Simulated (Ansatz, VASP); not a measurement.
## One calculation of Ga4As3P, two programs

```xyz
8
Lattice="5.6150 0.0000 0.0000 0.0000 5.6150 0.0000 0.0000 0.0000 5.6150" Properties=species:S:1:pos:R:3 pbc="T T T"
Ga    4.1467    4.1467    1.4683
Ga    4.1467    1.4683    4.1467
Ga    1.4683    4.1467    4.1467
Ga    1.4683    1.4683    1.4683
P     0.0000    0.0000    0.0000
As    0.0000    2.8075    2.8075
As    2.8075    2.8075    0.0000
As    2.8075    0.0000    2.8075
```

Change from the starting cell: species swapped into the Zn3CdSe4 type (P-43m, No. 215).

Alike in both runs: task relaxation of cell and atoms; functional PBE; k mesh 3 × 3 × 3; occupations gaussian, width 0.2 eV; no spin polarisation.

|  | VASP | Ansatz |
| --- | --- | --- |
| version | VASP 6.6.1 | Ansatz 0.2.0 |
| potentials or method | VASP PAW PBE potentials, release 64 (Ga_d, P, As), cutoff 600 eV | scalar-relativistic, plane waves, PAW |
| valence electrons in the cell | 72 | 102 |

Ansatz gave:

- gap on the k mesh at the Fermi level, each at its own relaxed structure (eV): 0.50
- relaxed volume (Å³/atom): 22.93
- relaxed length of the cell vector where the two differ most in proportion (Å): 5.682

Task: Which values does VASP return?

Result: gap on the k mesh at the Fermi level, each at its own relaxed structure (eV): 0.43; relaxed volume (Å³/atom): 23.14; relaxed length of the cell vector where the two differ most in proportion (Å): 5.699.

VASP's potentials hold 72 valence electrons a cell and Ansatz's 102, so a difference there can come from the potentials and not from the codes.
